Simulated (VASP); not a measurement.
# SiC in VASP: further runs

The runs below take SiC through single point, with LDA.

Everything below comes from runs of VASP 6.6.1. Logs are shortened: lines on timing, memory, paths and dates and some standing lists are left out, and cuts for length are marked.

## 1. The cell of the first run

Symmetry: C222_1, No. 20, orthorhombic system. The conventional cell has a = 4.329 Å, b = 4.430 Å, c = 4.329 Å, α = 90.00°, β = 90.00°, γ = 90.00°. Si (site symmetry 2) has 4 C at 1.88 to 1.90 Å within 2.5 Å. Within 2.5 Å of C (site symmetry 2) lie 4 Si at 1.88 to 1.90 Å.

## 2. Single point, LDA (atoms displaced along a vibrational mode, the cell strained)

Input file INCAR:

```
  PREC = Accurate
  ENCUT = 600
  EDIFF = 1E-6
  ISMEAR = 0
  SIGMA = 0.05
  LREAL = F
  LASPH = T
  NELM = 120
  ALGO = Normal
  ISIF = 2
  LWAVE = F
  LCHARG = F
  NBANDS = 16
  GGA_COMPAT = F
```

Input file KPOINTS:

```
Automatic mesh
0
Gamma
  10 10 6
```

Input file POSCAR:

```
SiC
1.0
    0.0000000000     -2.1644105396     -2.2148413052
    0.0000000000      2.1644105396     -2.2148413052
    4.3288210792      0.0000000000      0.0000000000
Si C
2 2
Direct
    0.5110884694      0.5110884694      0.5000000000
   -0.0110884694     -0.0110884694      0.0000000000
    0.0075067962      0.4924932038      0.2500000000
    0.4924932038      0.0075067962      0.7500000000
```

Potentials or basis: VASP PAW LDA potentials, release 64 (Si, C).

On the command line:

```console
$ cat potpaw_LDA.64/Si/POTCAR potpaw_LDA.64/C/POTCAR > POTCAR
$ mpirun -np 1 vasp_std > vasp.out
```

OUTCAR:

```text
PREC = Accurate
   ENCUT = 600
   EDIFF = 1E-6
   ISMEAR = 0
   LREAL = F
   LASPH = T
   NELM = 120
   ISIF = 2

 ion  position               nearest neighbor table
   1  0.511  0.511  0.500-   3 1.88   4 1.88   4 1.90   3 1.90   2 3.03   2 3.03   2 3.06   2 3.06
                             2 3.06   2 3.06
   2  0.989  0.989  0.000-   3 1.88   4 1.88   4 1.90   3 1.90   1 3.03   1 3.03   1 3.06   1 3.06
                             1 3.06   1 3.06
   3  0.008  0.492  0.250-   1 1.88   2 1.88   1 1.90   2 1.90
   4  0.492  0.008  0.750-   1 1.88   2 1.88   1 1.90   2 1.90

  LATTYP: Found a base centered orthorhombic cell.
 ALAT       =     4.3288210792
 B/A-ratio  =     1.0233000000
 C/A-ratio  =     1.0000000000

  Lattice vectors:

 A1 = (   0.0000000000,  -2.1644105396,   2.2148413052)
 A2 = (   0.0000000000,  -2.1644105396,  -2.2148413052)
 A3 = (   4.3288210792,   0.0000000000,   0.0000000000)

Analysis of symmetry for initial positions (statically):
=====================================================================
 Subroutine PRICEL returns:
 Original cell was already a primitive cell.

 Routine SETGRP: Setting up the symmetry group for a
 base centered orthorhombic supercell.

 Subroutine GETGRP returns: Found  4 space group operations
 (whereof  2 operations were pure point group operations)
 out of a pool of  8 trial point group operations.

The static configuration has the point symmetry C_2 .
 The point group associated with its full space group is D_2 .

Analysis of symmetry for dynamics (positions and initial velocities):
=====================================================================
 Subroutine PRICEL returns:
 Original cell was already a primitive cell.

 Routine SETGRP: Setting up the symmetry group for a
 base centered orthorhombic supercell.

 Subroutine GETGRP returns: Found  4 space group operations
 (whereof  2 operations were pure point group operations)
 out of a pool of  8 trial point group operations.

The dynamic configuration has the point symmetry C_2 .
 The point group associated with its full space group is D_2 .

 Subroutine INISYM returns: Found  4 space group operations
 (whereof  2 operations are pure point group operations),
 and found     1 'primitive' translations

----------------------------------------------------------------------------------------

                                     Primitive cell

  volume of cell :      41.5032

  direct lattice vectors                    reciprocal lattice vectors
     0.000000000 -2.164410540 -2.214841305     0.000000000 -0.231009779 -0.225749808
     0.000000000  2.164410540 -2.214841305     0.000000000  0.231009779 -0.225749808
     4.328821079  0.000000000  0.000000000     0.231009779  0.000000000  0.000000000

  length of vectors
     3.096803996  3.096803996  4.328821079     0.322999216  0.322999216  0.231009779

  position of ions in fractional coordinates (direct lattice)
     0.511088469  0.511088469  0.500000000
     0.988911531  0.988911531  0.000000000
     0.007506796  0.492493204  0.250000000
     0.492493204  0.007506796  0.750000000

  ion indices of the primitive-cell ions
   primitive index   ion index
                 1           1
                 2           2
                 3           3
                 4           4

----------------------------------------------------------------------------------------

 KPOINTS: Automatic mesh

Automatic generation of k-mesh.
 Grid dimensions read from file:
 generate k-points for:   10   10    6

 Generating k-lattice:

  Cartesian coordinates                     Fractional coordinates (reciprocal lattice)
     0.000000000 -0.023100978 -0.022574981     0.100000000  0.000000000  0.000000000
     0.000000000  0.023100978 -0.022574981     0.000000000  0.100000000  0.000000000
     0.038501630  0.000000000  0.000000000     0.000000000  0.000000000  0.166666667

  Length of vectors
     0.032299922  0.032299922  0.038501630

  Shift w.r.t. Gamma in fractional coordinates (k-lattice)
     0.000000000  0.000000000  0.000000000

 Subroutine IBZKPT returns following result:
 ===========================================

 Found    124 irreducible k-points:

 Following reciprocal coordinates:
            Coordinates               Weight
  0.000000  0.000000  0.000000      1.000000
  0.100000  0.000000  0.000000      4.000000
  0.200000  0.000000  0.000000      4.000000
  0.300000  0.000000  0.000000      4.000000
  0.400000  0.000000  0.000000      4.000000
  0.500000  0.000000  0.000000      2.000000
[... 16 lines left out ...]
  0.300000  0.300000  0.000000      2.000000
  0.400000  0.300000  0.000000      4.000000
 [... further k-points ...]
   k-points           NKPTS =    124   k-points in BZ     NKDIM =    124   number of bands    NBANDS=     16
   number of dos      NEDOS =    301   number of ions     NIONS =      4
   total plane-waves  NPLWV =  28224
   dimension x,y,z NGX =    28 NGY =   28 NGZ =   36
   dimension x,y,z NGXF=    56 NGYF=   56 NGZF=   72
   ions per type =               2   2
   NGX,Y,Z   is equivalent  to a cutoff of  15.03, 15.03, 13.83 a.u.
   NGXF,Y,Z  is equivalent  to a cutoff of  30.06, 30.06, 27.65 a.u.
 SYSTEM =  unknown system
   PREC   = accura    normal or accurate (medium, high low for compatibility)
   ISTART =      0    job   : 0-new  1-cont  2-samecut
   ICHARG =      2    charge: 1-file 2-atom 10-const
   ISPIN  =      1    spin polarized calculation?
   LNONCOLLINEAR =      F non collinear calculations
   LSORBIT =      F    spin-orbit coupling
   LASPH  =      T    aspherical Exc in radial PAW
   ENCUT  =  600.0 eV  44.10 Ry    6.64 a.u.   6.19  6.19  8.65*2*pi/ulx,y,z
   NELM   =    120;   NELMIN=  2; NELMDL= -5     # of ELM steps
   EDIFF  = 0.1E-05   stopping-criterion for ELM
   LREAL  =      F    real-space projection
   EDIFFG = 0.1E-04   stopping-criterion for IOM
   NSW    =      0    number of steps for IOM
   IBRION =     -1    ionic relax: 0-MD 1-quasi-New 2-CG
   NFREE  =      0    steps in history (QN), initial steepest desc. (CG)
   ISIF   =      2    stress and relaxation
   ISYM   =      2    0-nonsym 1-usesym 2-fastsym
   POTIM  = 0.5000    time-step for ionic-motion
   TEBEG  =    0.0;   TEEND  =   0.0 temperature during run
   PSTRESS=    0.0 pullay stress
   NELECT =      16.0000    total number of electrons
   NUPDOWN=      -1.0000    fix difference up-down
   EMIN   =  10.00;   EMAX   =-10.00  energy-range for DOS
   EFERMI =   0.00;   METHOD = LEGACY
   ISMEAR =     0;   SIGMA  =   0.05  broadening in eV -4-tet -1-fermi 0-gaus
   EFERMI_NEDOS =   21; number of points for ismear=-14 and -15
   IALGO  =     38    algorithm
   IMIX   =      4    mixing-type and parameters
     AMIX     =   0.40;   BMIX     =  1.00
     AMIX_MAG =   1.60;   BMIX_MAG =  1.00
  volume/ion in A,a.u.               =      10.38        70.02
  Fermi-wavevector in a.u.,A,eV,Ry     =   1.191482  2.251575 19.315234  1.419630
  Thomas-Fermi vector in A             =   2.327543
   LORBIT       =      0    0 simple, 1 ext, 2 COOP (PROOUT), +10 PAW based schemes
   GGA     = CA    functional components
   LHFCALC =     F    Hartree Fock is set to
   AEXX    =    0.0000 exact exchange contribution
   IVDW    =     0    specifies the selected vdW correction
   LEPSILON=     F    determine dielectric tensor
   LRPA    =     F    only Hartree local field effects (RPA)
 non-spin polarized calculation
 Gauss-broadening in eV      SIGMA  =   0.05
  energy-cutoff  :      600.00
  volume of cell :       41.50
 maximum number of plane-waves:      1412
 NGX is ok and might be reduce to    28
   NGX = 13   NGY = 13   NGZ = 17

 number of electron      16.0000000 magnetization

 Free energy of the ion-electron system (eV)
  ---------------------------------------------------
  ext. energy  EPLUGINS =         0.00000000
  ---------------------------------------------------
  free energy    TOTEN  =       -33.22570630 eV

  energy without entropy =      -33.22570630  energy(sigma->0) =      -33.22570630

 E-fermi :   8.3150     XC(G=0): -11.5463

 val. band max:        8.0925395071   @ k =   0.0000   0.0000   0.0000
 cond. band min:       9.2568949814   @ k =   0.5000   0.5000   0.0000
 fundamental gap:      1.1643554743
 Fermi energy:         8.3150093908

 k-point     1 :       0.0000    0.0000    0.0000
  band No.  band energies     occupation
      1      -7.2639      2.00000
      2      -2.1154      2.00000
      3       0.3268      2.00000
      4       4.7574      2.00000
      5       4.7861      2.00000
      6       7.9238      2.00000
[... 8 lines left out ...]
     15      21.4284      0.00000
     16      21.7424      0.00000

 k-point     2 :       0.1000    0.0000    0.0000
  band No.  band energies     occupation
      1      -7.1343      2.00000
      2      -2.0821      2.00000
      3       0.4269      2.00000
      4       4.0534      2.00000
      5       4.8691      2.00000
      6       7.4004      2.00000
[... 8 lines left out ...]
     15      20.9904      0.00000
     16      21.0697      0.00000

 k-point     3 :       0.2000    0.0000    0.0000
  band No.  band energies     occupation
      1      -6.7485      2.00000
      2      -2.0656      2.00000
      3       0.6858      2.00000
      4       2.8688      2.00000
      5       5.1528      2.00000
      6       6.1050      2.00000
[... 8 lines left out ...]
     15      19.8456      0.00000
     16      20.1364      0.00000
[... 362 lines left out ...]
 k-point    23 :       0.3000    0.3000    0.0000
  band No.  band energies     occupation
      1      -5.0485      2.00000
      2      -1.9153      2.00000
      3       0.9607      2.00000
      4       3.2337      2.00000
      5       3.4461      2.00000
      6       3.5715      2.00000
[... 8 lines left out ...]
     15      19.4159      0.00000
     16      19.4301      0.00000

 k-point    24 :       0.4000    0.3000    0.0000
  band No.  band energies     occupation
      1      -4.2419      2.00000
      2      -2.2844      2.00000
      3       0.9979      2.00000
      4       2.4488      2.00000
      5       3.6499      2.00000
      6       4.0028      2.00000
[... 8 lines left out ...]
     15      20.2750      0.00000
     16      20.7048      0.00000

 [... further k-points ...]

------------------------ aborting loop because EDIFF is reached ----------------------------------------

  FORCE on cell =-STRESS in cart. coord.  units (eV):
  Direction    XX          YY          ZZ          XY          YZ          ZX
  --------------------------------------------------------------------------------------
  -------------------------------------------------------------------------------------
  Total       -0.6905059     -0.7399466     -2.3838483      0.0000000      0.0000000      0.0000000
  in kB      -26.6560687    -28.5646593    -92.0253150      0.0000000      0.0000000      0.0000000
  external PRESSURE =     -49.0820143 kB  Pullay stress =       0.0000000 kB

 VOLUME and BASIS-vectors are now :
 -----------------------------------------------------------------------------
  energy-cutoff  :      600.00
  volume of cell :       41.50
      direct lattice vectors                 reciprocal lattice vectors
     0.000000000 -2.164410540 -2.214841305     0.000000000 -0.231009779 -0.225749808
     0.000000000  2.164410540 -2.214841305     0.000000000  0.231009779 -0.225749808
     4.328821079  0.000000000  0.000000000     0.231009779  0.000000000  0.000000000

 POSITION                                       TOTAL-FORCE (eV/Angst)
 -----------------------------------------------------------------------------------
      2.16441      0.00000     -2.26396        -0.000000      0.000000      0.661376
      0.00000      0.00000     -4.38056        -0.000000      0.000000     -0.661376
      1.08221      1.04971     -1.10742         0.000000      0.199196      0.000000
      3.24662     -1.04971     -1.10742        -0.000000     -0.199196      0.000000
 -----------------------------------------------------------------------------------
    total drift:                               -0.000000      0.000000      0.000000

  FREE ENERGIE OF THE ION-ELECTRON SYSTEM (eV)
  ---------------------------------------------------
  free  energy   TOTEN  =       -33.2257062974 eV

  energy  without entropy=      -33.2257062974  energy(sigma->0) =      -33.22570630
```

It took 31 s on 1 thread of Intel Xeon 6975P-C (Granite Rapids), shared host; peak memory 0.2 GiB.

Results:

| Property | Result |
| --- | --- |
| Free energy | -33.2257 eV |
| Pressure | -4.9 GPa |
| Largest force | 0.661 eV/Å |
| Band gap on the k mesh | 1.16 eV |

Forces in eV/Å, atoms in the order of the input:
```
Si   0.000  0.000  0.661
Si   0.000  0.000 -0.661
C    0.000  0.199  0.000
C    0.000 -0.199  0.000
```

Stress tensor (GPa, compression positive):
```
-2.67  0.00  0.00
 0.00 -2.86  0.00
 0.00  0.00 -9.20
```

Levels at points of the mesh, in eV from the valence-band top:
| k point | band 5 | band 6 | band 7 | band 8 | band 9 | band 10 | band 11 | band 12 |
| --- | --- | --- | --- | --- | --- | --- | --- | --- |
| (0.00, 0.00, 0.00) | -3.31 | -0.17 | -0.02 | 0.00 | 1.18 | 3.99 | 6.15 | 7.10 |
| (0.50, 0.00, 0.00) | -4.36 | -4.32 | -1.32 | -1.32 | 5.12 | 5.39 | 8.35 | 8.44 |
| (0.50, 0.50, 0.00) | -3.34 | -3.30 | -3.08 | -3.08 | 1.16 | 1.38 | 3.98 | 4.36 |
| (0.00, 0.00, 0.50) | -2.09 | -2.09 | -2.00 | -2.00 | 3.87 | 3.87 | 6.09 | 6.09 |
| (0.50, 0.00, 0.50) | -1.25 | -1.25 | -0.97 | -0.97 | 5.23 | 5.23 | 6.94 | 6.94 |
| (0.50, 0.50, 0.50) | -5.07 | -5.07 | -4.76 | -4.76 | 5.15 | 5.15 | 9.24 | 9.24 |

Caveat: the cell differs from its parent crystal (atoms displaced along a vibrational mode, the cell strained); the cell stands under tension.

## 3. Single point, LDA (the cell strained)

Input file INCAR:

```
SYSTEM = SiC
ALGO     = Normal         ! electronic algorithm
EDIFF    = 1E-6           ! SCF threshold, eV
ENCUT    = 600            ! plane-wave cutoff, eV
GGA_COMPAT= .FALSE.      
ISIF     = 2              ! what is computed and relaxed
ISMEAR   = 0              ! smearing method
LASPH    = .TRUE.         ! aspherical terms in the spheres
LCHARG   = .FALSE.        ! write CHGCAR
LREAL    = .FALSE.        ! projectors in reciprocal space
LWAVE    = .FALSE.        ! write WAVECAR
NBANDS   = 16             ! bands
NELM     = 120            ! most SCF steps
PREC     = Accurate       ! precision mode
SIGMA    = 0.05           ! smearing width, eV
```

Input file KPOINTS:

```
k-points
0
G
  10 10 6
  0 0 0
```

Input file POSCAR:

```
SiC
1.0
    0.0000000000     -2.1644105396     -2.2148413052
    0.0000000000      2.1644105396     -2.2148413052
    4.3288210792      0.0000000000      0.0000000000
Si C
2 2
Direct
    0.5000000000      0.5000000000      0.5000000000
    0.0000000000      0.0000000000      0.0000000000
    0.0000000000      0.5000000000      0.2500000000
    0.5000000000      0.0000000000      0.7500000000
```

Potentials or basis: VASP PAW LDA potentials, release 64 (Si, C).

On the command line:

```console
$ cat potpaw_LDA.64/Si/POTCAR potpaw_LDA.64/C/POTCAR > POTCAR
$ mpirun -np 1 vasp_std > vasp.out
```

OUTCAR:

```text
SYSTEM = SiC
   EDIFF = 1E-6
   ENCUT = 600
   ISIF = 2
   ISMEAR = 0
   LASPH = .TRUE.
   LREAL = .FALSE.
   NELM = 120
   PREC = Accurate

 ion  position               nearest neighbor table
   1  0.500  0.500  0.500-   3 1.89   4 1.89   4 1.89   3 1.89   2 3.06   2 3.06   2 3.06   2 3.06
                             2 3.10   2 3.10   2 3.10   2 3.10
   2  0.000  0.000  0.000-   3 1.89   4 1.89   3 1.89   4 1.89   1 3.06   1 3.06   1 3.06   1 3.06
                             1 3.10   1 3.10   1 3.10   1 3.10
   3  0.000  0.500  0.250-   1 1.89   2 1.89   2 1.89   1 1.89
   4  0.500  0.000  0.750-   1 1.89   2 1.89   1 1.89   2 1.89

[... 678 lines left out ...]
  -------------------------------------------------------------------------------------
  Total       -0.7159463     -0.7150959     -2.3397794      0.0000000      0.0000000      0.0000000
  in kB      -27.6381602    -27.6053324    -90.3240912      0.0000000      0.0000000      0.0000000
  external PRESSURE =     -48.5225280 kB  Pullay stress =       0.0000000 kB

 VOLUME and BASIS-vectors are now :
 -----------------------------------------------------------------------------
  energy-cutoff  :      600.00
  volume of cell :       41.50
      direct lattice vectors                 reciprocal lattice vectors
     0.000000000 -2.164410540 -2.214841305     0.000000000 -0.231009779 -0.225749808
     0.000000000  2.164410540 -2.214841305     0.000000000  0.231009779 -0.225749808
     4.328821079  0.000000000  0.000000000     0.231009779  0.000000000  0.000000000

 POSITION                                       TOTAL-FORCE (eV/Angst)
 -----------------------------------------------------------------------------------
      2.16441      0.00000     -2.21484         0.000000      0.000000      0.000000
      0.00000      0.00000      0.00000         0.000000     -0.000000      0.000000
      1.08221      1.08221     -1.10742         0.000000     -0.000000      0.000000
      3.24662     -1.08221     -1.10742        -0.000000      0.000000      0.000000
 -----------------------------------------------------------------------------------
    total drift:                               -0.000000     -0.000000      0.000000

  FREE ENERGIE OF THE ION-ELECTRON SYSTEM (eV)
  ---------------------------------------------------
  free  energy   TOTEN  =       -33.2647103152 eV

  energy  without entropy=      -33.2647103152  energy(sigma->0) =      -33.26471032
```

OSZICAR:

```text
N       E                     dE             d eps       ncg     rms          rms(c)
DAV:   1     0.242751513810E+02    0.24275E+02   -0.76573E+03  3976   0.978E+02
DAV:   2    -0.345726495462E+02   -0.58848E+02   -0.53462E+02  5568   0.166E+02
DAV:   3    -0.372910424670E+02   -0.27184E+01   -0.27072E+01  5256   0.323E+01
DAV:   4    -0.373123346580E+02   -0.21292E-01   -0.21289E-01  4760   0.356E+00
DAV:   5    -0.373125508861E+02   -0.21623E-03   -0.21622E-03  5128   0.341E-01    0.128E+01
DAV:   6    -0.333984293542E+02    0.39141E+01   -0.68945E+00  4992   0.163E+01    0.585E+00
DAV:   7    -0.333106185628E+02    0.87811E-01   -0.12198E+00  5328   0.639E+00    0.245E+00
DAV:   8    -0.332702909862E+02    0.40328E-01   -0.68929E-02  4848   0.158E+00    0.661E-01
DAV:   9    -0.332646228352E+02    0.56682E-02   -0.85756E-03  5104   0.630E-01    0.119E-01
DAV:  10    -0.332647073419E+02   -0.84507E-04   -0.77450E-04  4640   0.167E-01    0.663E-02
DAV:  11    -0.332647108340E+02   -0.34921E-05   -0.24880E-05  5192   0.358E-02    0.180E-02
DAV:  12    -0.332647103152E+02    0.51885E-06   -0.54719E-06  4848   0.143E-02
   1 F= -.33264710E+02 E0= -.33264710E+02  d E =-.344694E-13
```

stdout:

```text
POSCAR found type information on POSCAR SiC
 POSCAR found :  2 types and       4 ions
 scaLAPACK will be used
 LDA part: xc-table for (Slater(with rela. corr.)+CA(PZ))
 , standard interpolation
 POSCAR, INCAR and KPOINTS ok, starting setup
 FFT: planning ... GRIDC
 FFT: planning ... GRID_SOFT
 FFT: planning ... GRID
 WAVECAR not read
 entering main loop
```

Run time: 31 s. Hardware: 1 thread of Intel Xeon 6975P-C (Granite Rapids), shared host; peak memory 0.2 GiB.

What came out:

```
Free energy            : -33.2647 eV
Pressure               : -4.9 GPa
Band gap on the k mesh : 1.18 eV
```

Levels at points of the mesh, in eV from the valence-band top:
```
           k point  band 5  band 6  band 7  band 8  band 9  band 10  band 11  band 12
(0.00, 0.00, 0.00)   -3.30   -0.16    0.00    0.00    1.18     3.99     6.20     7.10
(0.50, 0.00, 0.00)   -4.34   -4.34   -1.32   -1.32    5.27     5.27     8.45     8.45
(0.50, 0.50, 0.00)   -3.34   -3.30   -3.08   -3.08    1.18     1.40     3.99     4.39
(0.00, 0.00, 0.50)   -2.09   -2.09   -2.01   -2.01    3.89     3.89     6.12     6.12
(0.50, 0.00, 0.50)   -1.25   -1.25   -0.97   -0.97    5.25     5.25     6.95     6.95
(0.50, 0.50, 0.50)   -5.07   -5.07   -4.76   -4.76    5.18     5.18     9.25     9.25
```

Caveat: the cell differs from its parent crystal (the cell strained); the cell stands under tension.

[end of part 1 of 2]
